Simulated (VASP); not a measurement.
Crystal: Re.

```
CELL_PARAMETERS angstrom
2.76639 0.00000 0.00000
-1.38319 2.39576 0.00000
0.00000 0.00000 8.93885
ATOMIC_POSITIONS crystal
Re 0.66667 0.33333 0.75000
Re 0.00000 0.00000 0.50000
Re 0.33333 0.66667 0.25000
Re 0.00000 0.00000 0.00000
```

```yaml
Program: VASP 6.6.1
Task: relaxation of cell and atoms
Functional: LDA
Potentials_or_basis: VASP PAW LDA potentials, release 64 (Re)
Cutoff: 600 eV
k_mesh: 11 × 11 × 3
Occupations: fermi-dirac, width 0.05 eV
Spin: no spin polarisation
```

At the start: pressure -11.3 GPa; volume 14.81 Å³/atom.

Q: How do energy, volume and symmetry change on relaxing?

A: Over 9 steps the energy falls by 15.5 meV/atom and the volume is 14.38 Å³/atom (-2.9 %); space group P6_3/mmc (No. 194, to 0.05 Å).

Step by step:
| step | energy change (eV) | largest force (eV/Å) | pressure (GPa) | volume (Å³) |
| --- | --- | --- | --- | --- |
| 1 | 0.0000 | 0.0000 | -11.31 | 59.24 |
| 2 | 1.2303 | 0.0000 | 68.18 | 50.72 |
| 3 | -0.0619 | 0.0000 | -0.70 | 57.63 |
| 4 | -0.0621 | 0.0000 | -0.11 | 57.54 |
| 5 | -0.0621 | 0.0000 | 0.13 | 57.51 |
| 6 | -0.0620 | 0.0000 | -0.44 | 57.59 |
| 7 | -0.0621 | 0.0000 | -0.05 | 57.53 |
| 8 | -0.0621 | 0.0000 | 0.06 | 57.52 |
| 9 | -0.0621 | 0.0000 | 0.00 | 57.53 |

Final structure:
```yaml
crystal:
  lattice:
    - [2.74009, 0.00000, 0.00000]
    - [-1.37004, 2.37299, 0.00000]
    - [0.00000, 0.00000, 8.84752]
  atoms:
    - { symbol: Re, position: [0.66667, 0.33333, 0.75000] }
    - { symbol: Re, position: [0.00000, 0.00000, 0.50000] }
    - { symbol: Re, position: [0.33333, 0.66667, 0.25000] }
    - { symbol: Re, position: [0.00000, 0.00000, 0.00000] }
```
